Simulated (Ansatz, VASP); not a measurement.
# One calculation of CoSi8Ni3, two programs

```xyz
12
Lattice="5.4096 0.0000 0.0000 0.0000 5.4096 0.0000 0.0000 0.0000 5.4096" Properties=species:S:1:pos:R:3 pbc="T T T"
Co    2.7048    2.7048    2.7048
Si    4.0465    1.3631    1.3631
Si    1.3631    1.3631    4.0465
Si    4.0465    4.0465    4.0465
Si    1.3631    4.0465    1.3631
Si    1.3631    4.0465    4.0465
Si    4.0465    4.0465    1.3631
Si    1.3631    1.3631    1.3631
Si    4.0465    1.3631    4.0465
Ni    2.7048    0.0000    0.0000
Ni    0.0000    0.0000    2.7048
Ni    0.0000    2.7048    0.0000
```

Alike in both runs: functional PBE; k mesh 8 × 8 × 8; occupations gaussian, width 0.1 eV; no spin polarisation.

Ansatz relaxed the structure, and its values are those at the end. VASP's run is a single point on that final structure, the one shown.

```csv
,VASP,Ansatz
version,VASP 6.6.1,Ansatz 0.2.0
potentials or method,"VASP PAW PBE potentials, release 64 (Co, Si, Ni), cutoff 520 eV","scalar-relativistic, plane waves, PAW"
valence electrons in the cell,71,103
```

```csv
,VASP,Ansatz,Ansatz less VASP
gap on the k mesh at the Fermi level (eV),none,none,-
pressure (GPa),0.0,0.0,-0.01
```

A gap of «none» marks a metal or a gap that the smearing closes. The functional is the same, so the differences come from potentials, cutoffs and numerics. VASP's potentials hold 71 valence electrons a cell and Ansatz's 103, so a difference there can come from the potentials and not from the codes.
